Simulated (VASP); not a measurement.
A run of VASP 6.6.1 is set up as follows.

File INCAR:

```
ALGO = Normal ; EDIFF = 1E-6
ENCUT = 600 ; GGA = PS
GGA_COMPAT = False ; ISIF = 2
ISMEAR = -1 ; LASPH = True
LCHARG = False ; LREAL = False
LWAVE = False ; NBANDS = 64
NELM = 120 ; PREC = Accurate
SIGMA = 0.05
```

File KPOINTS:

```
k-points
0
Gamma
  6 6 6
```

Contents of POSCAR:

```
SnO2
1.0
   -3.2488970000      3.4144700000      3.4140210000
    3.2488970000     -3.4144700000      3.4140210000
    3.2488970000      3.4144700000     -3.4140210000
Sn O
4 8
Direct
    0.5000000000      0.0000000000      0.0000000000
    0.5000000000      0.5000000000      0.5000000000
    0.0035990000      0.7535990000      0.2500000000
    0.9964010000      0.2464010000      0.7500000000
    0.8064960000      0.8037740000      0.4972780000
    0.8064960000      0.3092180000      0.0027220000
    0.3024350000      0.2459400000      0.0564950000
    0.6894450000      0.2459400000      0.4435050000
    0.3105550000      0.7540600000      0.5564950000
    0.1935040000      0.6907820000      0.9972780000
    0.6975650000      0.7540600000      0.9435050000
    0.1935040000      0.1962260000      0.5027220000
```

Potentials or basis: VASP PAW PBE potentials, release 64 (Sn_d, O).

Command:

```bash
$ cat potpaw_PBE.64/Sn_d/POTCAR potpaw_PBE.64/O/POTCAR > POTCAR
$ mpirun -np 1 vasp_std > vasp.out
```

(1) Estimate the band gap on the k mesh.

(2) What does it give for the pressure?

Results:

(1) 0.53 eV.

(2) -6.1 GPa.

Caveat: the cell stands under tension; the PAW data sets were made with another functional, which shifts forces and pressure a little; spin-orbit coupling is left out, which moves the levels of the heavy elements.
